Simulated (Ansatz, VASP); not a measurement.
AgBr: VASP beside Ansatz

```
Ag Br
1.0
     0.00000    2.79215    2.79215
     2.79215    0.00000    2.79215
     2.79215    2.79215    0.00000
Ag Br
1 1
Direct
  0.50000 0.50000 0.50000
  0.00000 0.00000 0.00000
```

Alike in both runs: task relaxation of cell and atoms; functional LDA; k mesh 12 × 12 × 12; occupations gaussian, width 0.02 eV; no spin polarisation.

|  | VASP | Ansatz |
| --- | --- | --- |
| version | VASP 6.6.1 | Ansatz 0.2.0 |
| potentials or method | VASP PAW LDA potentials, release 64 (Ag, Br), cutoff 500 eV | scalar-relativistic, plane waves, PAW |
| valence electrons in the cell | 18 | 26 |

|  | VASP | Ansatz | Ansatz less VASP |
| --- | --- | --- | --- |
| gap on the k mesh at the Fermi level, each at its own relaxed structure (eV) | 0.42 | 0.38 | -0.034 |
| relaxed volume (Å³/atom) | 21.80 | 21.77 | -0.037 |
| relaxed cell length with the largest relative difference (Å) | 3.951 | 3.949 | -0.0022 |

LDA's correlation is that of Perdew and Zunger in VASP and of Perdew and Wang (1992) in Ansatz. VASP's potentials hold 18 valence electrons a cell and Ansatz's 26, so a difference there can come from the potentials and not from the codes.
